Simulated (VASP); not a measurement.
# BiTe (R-3m) in VASP: further runs

The runs below take BiTe through single point, with HSE06, PBEsol-based screened hybrid.

Everything below comes from runs of VASP 6.6.1. Logs are shortened: lines on timing, memory, paths and dates and some standing lists are left out, and cuts for length are marked.

### Step 1. The cell of the first run

Symmetry: R-3m, No. 166, trigonal system. Conventional cell: a = 4.813 Å, b = 4.813 Å, c = 9.885 Å, α = 90.00°, β = 90.00°, γ = 120.00°. Bi (site symmetry -3m) has 6 Te at 3.23 Å within 4.2 Å. Within 4.2 Å of Te (site symmetry -3m) lie 6 Bi at 3.23 Å.

### Step 2. Single point, HSE06

The input, POSCAR:

```
BiTe
1.0
    2.4064474992      1.3893631114      3.2950275793
   -2.4064474992      1.3893631114      3.2950275793
    0.0000000000     -2.7787262229      3.2950275793
Bi Te
1 1
Direct
    0.5000000000      0.5000000000      0.5000000000
    0.0000000000      0.0000000000      0.0000000000
```

The input, INCAR.step1:

```
PREC = Accurate
ENCUT = 520
EDIFF = 1E-5
ISMEAR = -1
SIGMA = 0.05
LREAL = F
LASPH = T
NELM = 100
ALGO = Normal
ISIF = 2
LWAVE = T
LCHARG = F
NBANDS = 18
GGA = PE
```

The input, INCAR.step2:

```
PREC = Accurate
ENCUT = 520
EDIFF = 1E-6
ISMEAR = -1
SIGMA = 0.05
LREAL = F
LASPH = T
NELM = 100
ALGO = Normal
ISIF = 2
LWAVE = F
LCHARG = F
GGA = PE
LHFCALC = T
HFSCREEN = 0.2079
PRECFOCK = Normal
NBANDS = 18
ISTART = 1
```

The input, KPOINTS:

```
regular mesh
0
Gamma
  4 4 4
```

Potentials or basis: VASP PAW PBE potentials, release 64 (Bi_d, Te).

The run is started by

```
cat potpaw_PBE.64/Bi_d/POTCAR potpaw_PBE.64/Te/POTCAR > POTCAR
cp INCAR.step1 INCAR
mpirun -np 1 vasp_std > vasp.out
cp INCAR.step2 INCAR
mpirun -np 1 vasp_std > vasp.out
```

OUTCAR:

```text
PREC = Accurate
   ENCUT = 520
   EDIFF = 1E-6
   ISMEAR = -1
   LREAL = F
   LASPH = T
   NELM = 100
   ISIF = 2
   GGA = PE
   LHFCALC = T
   HFSCREEN = 0.2079
   PRECFOCK = Normal
   ISTART = 1

 ion  position               nearest neighbor table
   1  0.500  0.500  0.500-   2 3.23   2 3.23   2 3.23   2 3.23   2 3.23   2 3.23
   2  0.000  0.000  0.000-   1 3.23   1 3.23   1 3.23   1 3.23   1 3.23   1 3.23

  LATTYP: Found a trigonal (rhomboedric) cell.
 ALAT       =     4.3102814491
 COS(alpha) =     0.3765932224

  Lattice vectors:

 A1 = (   2.4064474992,   1.3893631114,   3.2950275793)
 A2 = (  -2.4064474992,   1.3893631114,   3.2950275793)
 A3 = (   0.0000000000,  -2.7787262229,   3.2950275793)

Analysis of symmetry for initial positions (statically):
=====================================================================
 Subroutine PRICEL returns:
 Original cell was already a primitive cell.

 Routine SETGRP: Setting up the symmetry group for a
 trigonal (rhombohedral) supercell.

 Subroutine GETGRP returns: Found 12 space group operations
 (whereof 12 operations were pure point group operations)
 out of a pool of 12 trial point group operations.

The static configuration has the point symmetry D_3d.

Analysis of symmetry for dynamics (positions and initial velocities):
=====================================================================
 Subroutine PRICEL returns:
 Original cell was already a primitive cell.

 Routine SETGRP: Setting up the symmetry group for a
 trigonal (rhombohedral) supercell.

 Subroutine GETGRP returns: Found 12 space group operations
 (whereof 12 operations were pure point group operations)
 out of a pool of 12 trial point group operations.

The dynamic configuration has the point symmetry D_3d.

 Subroutine INISYM returns: Found 12 space group operations
 (whereof 12 operations are pure point group operations),
 and found     1 'primitive' translations

----------------------------------------------------------------------------------------

                                     Primitive cell

  volume of cell :      66.1002

  direct lattice vectors                    reciprocal lattice vectors
     2.406447499  1.389363111  3.295027579     0.207775154  0.119959041  0.101162532
[... 75 lines left out ...]
   LREAL  =      F    real-space projection
   EDIFFG = 0.1E-04   stopping-criterion for IOM
   NSW    =      0    number of steps for IOM
   IBRION =     -1    ionic relax: 0-MD 1-quasi-New 2-CG
   NFREE  =      0    steps in history (QN), initial steepest desc. (CG)
   ISIF   =      2    stress and relaxation
   ISYM   =      3    0-nonsym 1-usesym 2-fastsym
   POTIM  = 0.5000    time-step for ionic-motion
   TEBEG  =    0.0;   TEEND  =   0.0 temperature during run
   PSTRESS=    0.0 pullay stress
   NELECT =      21.0000    total number of electrons
   NUPDOWN=      -1.0000    fix difference up-down
   EMIN   =  10.00;   EMAX   =-10.00  energy-range for DOS
   EFERMI =   0.00;   METHOD = LEGACY
   ISMEAR =    -1;   SIGMA  =   0.05  broadening in eV -4-tet -1-fermi 0-gaus
   EFERMI_NEDOS =   21; number of points for ismear=-14 and -15
   IALGO  =     38    algorithm
   IMIX   =      1    mixing-type and parameters
     AMIX     =   0.40;   BMIX     =  1.00
     AMIX_MAG =   1.60;   BMIX_MAG =  1.00
  volume/ion in A,a.u.               =      33.05       223.03
  Fermi-wavevector in a.u.,A,eV,Ry     =   1.117070  2.110956 16.977971  1.247846
  Thomas-Fermi vector in A             =   2.253690
   LORBIT       =      0    0 simple, 1 ext, 2 COOP (PROOUT), +10 PAW based schemes
   GGA     = PE    functional components
   LHFCALC =     T    Hartree Fock is set to
   PRECFOCK=normal    Normal, Fast or Accurate (Low or Medium for compatibility)
   ENCUT4O =  -1.0   cutoff for four orbital integrals eV
   NKREDX  =     1    reduce k-point grid by
   NKREDY  =     1    reduce k-point grid by
   NKREDZ  =     1    reduce k-point grid by
   AEXX    =    0.2500 exact exchange contribution
   HFSCREEN=    0.2079 screening length (either q_TF or 0.3 A-1)
   HFSCREENC=   0.2079 screening length for correlation (either q_TF or 0.3 A-1)
   ENCUTFOCK=  -1.0 apply spherical cutoff to Coloumb kernel
   IVDW    =     0    specifies the selected vdW correction
   LEPSILON=     F    determine dielectric tensor
   LRPA    =     F    only Hartree local field effects (RPA)
 non-spin polarized calculation
  energy-cutoff  :      520.00
  volume of cell :       66.10
 maximum number of plane-waves:      1792
  NGX = 28; NGY = 28; NGZ = 28

 number of electron      21.0000002 magnetization

 Free energy of the ion-electron system (eV)
  ---------------------------------------------------
  ext. energy  EPLUGINS =         0.00000000
  ---------------------------------------------------
  free energy    TOTEN  =        -8.68000146 eV

  energy without entropy =       -8.67209414  energy(sigma->0) =       -8.67604780

 E-fermi :   6.9223     XC(G=0):  -7.9785

 val. band max:        6.6191880009   @ k =   0.2500   0.2500   0.2500
 cond. band min:       6.9285010135   @ k =  -0.2500   0.2500   0.0000
 fundamental gap:      0.3093130126
 Fermi energy:         6.9223130870

 k-point     1 :       0.0000    0.0000    0.0000
  band No.  band energies     occupation
      1     -18.6307      2.00000
      2     -18.6307      2.00000
      3     -18.6203      2.00000
      4     -18.6203      2.00000
      5     -18.6004      2.00000
      6      -8.3043      2.00000
[... 250 lines left out ...]
      5     -18.6015      2.00000
      6      -5.7651      2.00000
[... 10 lines left out ...]
     17      16.5860      0.00000
     18      17.6014      0.00000

------------------------ aborting loop because EDIFF is reached ----------------------------------------

  FORCE on cell =-STRESS in cart. coord.  units (eV):
  Direction    XX          YY          ZZ          XY          YZ          ZX
  --------------------------------------------------------------------------------------
  -------------------------------------------------------------------------------------
  Total       -0.4528074     -0.4528074     -0.3297260      0.0000000      0.0000000      0.0000000
  in kB      -10.9754332    -10.9754332     -7.9921079      0.0000000      0.0000000      0.0000000
  external PRESSURE =      -9.9809914 kB  Pullay stress =       0.0000000 kB

 VOLUME and BASIS-vectors are now :
 -----------------------------------------------------------------------------
  energy-cutoff  :      520.00
  volume of cell :       66.10
      direct lattice vectors                 reciprocal lattice vectors
     2.406447499  1.389363111  3.295027579     0.207775154  0.119959041  0.101162532
    -2.406447499  1.389363111  3.295027579    -0.207775154  0.119959041  0.101162532
     0.000000000 -2.778726223  3.295027579     0.000000000 -0.239918082  0.101162532

 POSITION                                       TOTAL-FORCE (eV/Angst)
 -----------------------------------------------------------------------------------
      0.00000     -0.00000      4.94254        -0.000000      0.000000     -0.000000
      0.00000      0.00000      0.00000         0.000000     -0.000000      0.000000
 -----------------------------------------------------------------------------------
    total drift:                               -0.000000      0.000000      0.000000

  FREE ENERGIE OF THE ION-ELECTRON SYSTEM (eV)
  ---------------------------------------------------
  free  energy   TOTEN  =        -8.6800014574 eV

  energy  without entropy=       -8.6720941351  energy(sigma->0) =       -8.67604780
```

OSZICAR.step1:

```text
N       E                     dE             d eps       ncg     rms          rms(c)
DAV:   1     0.157566607720E+03    0.15757E+03   -0.10129E+04   468   0.114E+03
DAV:   2     0.420848159131E+01   -0.15336E+03   -0.14952E+03   524   0.303E+02
DAV:   3    -0.693328771026E+01   -0.11142E+02   -0.11089E+02   566   0.859E+01
DAV:   4    -0.723816831516E+01   -0.30488E+00   -0.30468E+00   612   0.151E+01
DAV:   5    -0.724943422770E+01   -0.11266E-01   -0.11265E-01   626   0.268E+00    0.597E+00
DAV:   6    -0.721148590742E+01    0.37948E-01   -0.12408E-01   646   0.210E+00    0.356E+00
DAV:   7    -0.721543381294E+01   -0.39479E-02   -0.33037E-02   554   0.902E-01    0.694E-01
DAV:   8    -0.721542469189E+01    0.91210E-05   -0.48315E-03   550   0.474E-01    0.130E-01
DAV:   9    -0.721554662876E+01   -0.12194E-03   -0.44697E-04   556   0.130E-01    0.373E-02
DAV:  10    -0.721554928705E+01   -0.26583E-05   -0.22598E-05   522   0.278E-02
   1 F= -.72155493E+01 E0= -.72107695E+01  d E =-.955966E-02
```

Run time: 22 min. Hardware: 1 thread of AMD EPYC 9R14 (Zen 4), shared host; peak memory 0.27 GiB.

What came out:

```
Free energy : -8.6800 eV
Pressure    : -1.0 GPa
```

Stress tensor (GPa, compression positive):
```
-1.10  0.00  0.00
 0.00 -1.10  0.00
 0.00  0.00 -0.80
```

Levels at points of the mesh, in eV from the Fermi level:
| k point | band 8 | band 9 | band 10 | band 11 | band 12 | band 13 |
| --- | --- | --- | --- | --- | --- | --- |
| (0.00, 0.00, 0.00) | -3.57 | -3.57 | -2.14 | 2.13 | 2.89 | 2.89 |
| (0.50, 0.00, 0.00) | -2.36 | -2.29 | -1.34 | -1.13 | -0.77 | 0.33 |
| (0.50, 0.50, 0.00) | -6.67 | -5.38 | -4.06 | 2.49 | 3.48 | 4.09 |
| (0.50, 0.50, 0.50) | -2.92 | -2.92 | -2.71 | -1.87 | -1.54 | -1.54 |

Caveat: the k points lie up to 0.41 Å⁻¹ apart; the PAW data sets were made with another functional, which shifts forces and pressure a little; spin-orbit coupling is left out, which moves the levels of the heavy elements.

### Step 3. Single point, HSE06

This run uses another cell than the first one, of 33.72 Å³/atom, 1.020 times its volume.

The input, POSCAR:

```
BiTe
1.0
    2.4227077728      1.3987509848      3.3172919545
   -2.4227077728      1.3987509848      3.3172919545
    0.0000000000     -2.7975019696      3.3172919545
Bi Te
1 1
Direct
    0.5000000000      0.5000000000      0.5000000000
    0.0000000000      0.0000000000      0.0000000000
```

The input, INCAR.step1:

```
PREC     = Accurate       # precision mode
ENCUT    = 520            # plane-wave cutoff, eV
EDIFF    = 1E-5           # SCF threshold, eV
ISMEAR   = -1             # smearing method
SIGMA    = 0.05           # smearing width, eV
LREAL    = F              # projectors in reciprocal space
LASPH    = T              # aspherical terms in the spheres
NELM     = 60             # most SCF steps
ALGO     = Normal         # electronic algorithm
ISIF     = 2              # what is computed and relaxed
LWAVE    = T              # write WAVECAR
LCHARG   = F              # write CHGCAR
NBANDS   = 18             # bands
GGA      = PE             # functional
```

The input, INCAR.step2:

```
PREC     = Accurate       # precision mode
ENCUT    = 520            # plane-wave cutoff, eV
EDIFF    = 1E-6           # SCF threshold, eV
ISMEAR   = -1             # smearing method
SIGMA    = 0.05           # smearing width, eV
LREAL    = F              # projectors in reciprocal space
LASPH    = T              # aspherical terms in the spheres
NELM     = 60             # most SCF steps
ALGO     = Normal         # electronic algorithm
ISIF     = 2              # what is computed and relaxed
LWAVE    = F              # write WAVECAR
LCHARG   = F              # write CHGCAR
GGA      = PE             # functional
LHFCALC  = T              # exact exchange
HFSCREEN = 0.2079         # screening, 1/A
PRECFOCK = Normal       
NBANDS   = 18             # bands
ISTART   = 1
```

The input, KPOINTS:

```
Automatic mesh
0
Gamma
  4 4 4
```

Potentials or basis: VASP PAW PBE potentials, release 64 (Bi_d, Te).

The run is started by

```
cat potpaw_PBE.64/Bi_d/POTCAR potpaw_PBE.64/Te/POTCAR > POTCAR
cp INCAR.step1 INCAR
mpirun -np 1 vasp_std > vasp.out
cp INCAR.step2 INCAR
mpirun -np 1 vasp_std > vasp.out
```

It took 21 min on 1 thread of AMD EPYC 9R14 (Zen 4), shared host; peak memory 0.27 GiB.

Results (log left out):

```
Free energy : -8.6678 eV
Pressure    : -2.0 GPa
```

Stress tensor (GPa, compression positive):
```
-2.18  0.00  0.00
 0.00 -2.18  0.00
 0.00  0.00 -1.58
```

Levels at points of the mesh, in eV from the Fermi level:
| k point | band 6 | band 7 | band 8 | band 9 | band 10 | band 11 | band 12 | band 13 | band 14 | band 15 |
| --- | --- | --- | --- | --- | --- | --- | --- | --- | --- | --- |
| (0.00, 0.00, 0.00) | -15.08 | -9.10 | -3.50 | -3.50 | -2.10 | 2.08 | 2.83 | 2.83 | 4.31 | 4.31 |
| (0.50, 0.00, 0.00) | -13.00 | -12.61 | -2.32 | -2.26 | -1.36 | -1.12 | -0.74 | 0.31 | 7.13 | 7.29 |
| (0.50, 0.50, 0.00) | -13.05 | -11.05 | -6.52 | -5.26 | -3.97 | 2.55 | 3.39 | 3.99 | 5.07 | 8.64 |
| (0.50, 0.50, 0.50) | -12.61 | -12.12 | -2.86 | -2.86 | -2.68 | -1.84 | -1.49 | -1.49 | 8.49 | 9.06 |

Caveat: the k points lie up to 0.41 Å⁻¹ apart; the PAW data sets were made with another functional, which shifts forces and pressure a little; spin-orbit coupling is left out, which moves the levels of the heavy elements.

### Step 4. Single point, PBEsol-based screened hybrid

This run uses another cell than the first one, of 31.60 Å³/atom, 0.956 times its volume.

The input, POSCAR:

```
BiTe
1.0
    2.3798799524      1.3740243312      3.2216815006
   -2.3798799524      1.3740243312      3.2216815006
    0.0000000000     -2.7480486624      3.2216815006
Bi Te
1 1
Direct
    0.5000000000      0.5000000000      0.5000000000
    0.0000000000      0.0000000000      0.0000000000
```

The input, INCAR.step1:

```
SYSTEM = BiTe
PREC = Accurate ; ENCUT = 520
EDIFF = 1E-5 ; ISMEAR = -1
SIGMA = 0.05 ; LREAL = .FALSE.
LASPH = .TRUE. ; NELM = 60
ALGO = Normal ; ISIF = 2
LWAVE = .TRUE. ; NBANDS = 18
GGA = PE
```

The input, INCAR.step2:

```
SYSTEM = BiTe
PREC = Accurate ; ENCUT = 520
EDIFF = 1E-6 ; ISMEAR = -1
SIGMA = 0.05 ; LREAL = .FALSE.
LASPH = .TRUE. ; NELM = 60
ALGO = Normal ; ISIF = 2
LWAVE = .FALSE. ; LCHARG = .TRUE.
GGA = PS ; LHFCALC = .TRUE.
AEXX = 0.25 ; HFSCREEN = 0.207
PRECFOCK = Normal ; LELF = .TRUE.
LVHAR = .TRUE. ; NBANDS = 18
ISTART = 1
```

The input, KPOINTS:

```
Automatic mesh
0
G
  4 4 4
  0 0 0
```

The run is started by

```
cat potpaw_PBE.64/Bi_d/POTCAR potpaw_PBE.64/Te/POTCAR > POTCAR
cp INCAR.step1 INCAR
mpirun -np 1 vasp_std > vasp.out
cp INCAR.step2 INCAR
mpirun -np 1 vasp_std > vasp.out
```

It took 12 min on 1 thread of AMD EPYC 7R13 (Zen 3), shared host; peak memory 0.27 GiB.

Results (log left out):

```
Free energy : -9.2594 eV
Pressure    : -0.3 GPa
```

Stress tensor (GPa, compression positive):
```
-0.37  0.00  0.00
 0.00 -0.37  0.00
 0.00  0.00 -0.27
```

Levels at points of the mesh, in eV from the Fermi level:
```
           k point  band 8  band 9  band 10  band 11  band 12  band 13
(0.00, 0.00, 0.00)   -3.72   -3.72    -2.13     2.24     3.05     3.05
(0.50, 0.00, 0.00)   -2.41   -2.32    -1.21    -1.19    -0.83     0.44
(0.50, 0.50, 0.00)   -6.98   -5.65    -4.16     2.35     3.63     4.29
(0.50, 0.50, 0.50)   -3.05   -3.05    -2.79    -2.02    -1.70    -1.70
```

Caveat: the k points lie up to 0.41 Å⁻¹ apart; the PAW data sets were made with another functional, which shifts forces and pressure a little; spin-orbit coupling is left out, which moves the levels of the heavy elements.

### Step 5. Overview

| level | cell | screening parameter | share of exact exchange | gap on the mesh (eV) | pressure (GPa) |
| --- | --- | --- | --- | --- | --- |
| HSE06 | a = 4.310 Å, angles 67.9°, 2 atoms | 0.2079 1/Å | - | none | -1.0 |
| HSE06 | a = 4.339 Å, angles 67.9°, 2 atoms | 0.2079 1/Å | - | none | -2.0 |
| PBEsol-based screened hybrid | a = 4.235 Å, angles 68.4°, 2 atoms | 0.207 1/Å | 0.25 | none | -0.3 |

Alike in all rows: task single point; potentials or basis VASP PAW PBE potentials, release 64 (Bi_d, Te); no spin polarisation; k mesh 4 × 4 × 4; cutoff (eV) 520; smearing fermi-dirac 0.05 eV.

Caveats: all runs use coarse meshes; the PAW data sets were made with another functional, which shifts forces and pressure a little; spin-orbit coupling is left out, which moves the levels of the heavy elements.

Absolute energies hang on the potentials; compare differences alone.
